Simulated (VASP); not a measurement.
Here is a VASP 6.6.1 calculation.

INCAR

```
ALGO = Normal
EDIFF = 1E-6
ENCUT = 520
GGA = PE
ISIF = 2
ISMEAR = -1
LASPH = True
LCHARG = False
LREAL = False
LWAVE = False
NBANDS = 9
NELM = 80
PREC = Accurate
SIGMA = 0.03
```

File KPOINTS:

```
k-points
0
Gamma
  8 8 8
```

The input POSCAR:

```
LiH
1.0
    0.0000000000      2.0325000000      2.0325000000
    2.0325000000      0.0000000000      2.0325000000
    2.0325000000      2.0325000000      0.0000000000
Li H
1 1
Direct
    0.0000000000      0.0000000000      0.0000000000
    0.5000000000      0.5000000000      0.5000000000
```

Potentials or basis: VASP PAW PBE potentials, release 64 (Li_sv, H).

Run with:

```sh
$ cat potpaw_PBE.64/Li_sv/POTCAR potpaw_PBE.64/H/POTCAR > POTCAR
$ mpirun -np 1 vasp_std > vasp.out
```

What does it give for the band gap on the k mesh?

3.01 eV.

 PBE gaps usually lie below the measured ones, often by a third to a half.
